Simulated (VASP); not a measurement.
A run of VASP 6.6.1 is set up as follows.

File INCAR:

```
PREC = Accurate
ENCUT = 520
EDIFF = 1E-6
ISMEAR = 0
SIGMA = 0.05
LREAL = False
LASPH = True
NELM = 60
ALGO = Normal
ISIF = 2
LWAVE = False
LCHARG = True
GGA = PE
LELF = True
LVHAR = True
NBANDS = 17
```

The input KPOINTS:

```
Automatic mesh
0
Gamma
  10 10 10
```

POSCAR

```
PbS
1.0
    0.0128083774      2.9969965347      3.0010690440
    2.9801116445      0.0071172059      3.0067602155
    2.9688834150      2.9914594767      0.0183454355
Pb S
1 1
Direct
    0.5037303817      0.5089198494      0.5079260500
   -0.0037303817     -0.0089198494     -0.0079260500
```

Potentials or basis: VASP PAW PBE potentials, release 64 (Pb_d, S).

The run is started by

```bash
$ cat potpaw_PBE.64/Pb_d/POTCAR potpaw_PBE.64/S/POTCAR > POTCAR
$ mpirun -np 1 vasp_std > vasp.out
```

(1) Estimate the largest force.

(2) What does it give for the pressure?

(3) Predict the band gap on the k mesh.

Answers

(1) 0.085 eV/Å.

(2) 1.4 GPa.

(3) 0.48 eV.

Caveat: the cell differs from its parent crystal (atoms moved at random and the cell strained at random); spin-orbit coupling is left out, which moves the levels of the heavy elements.
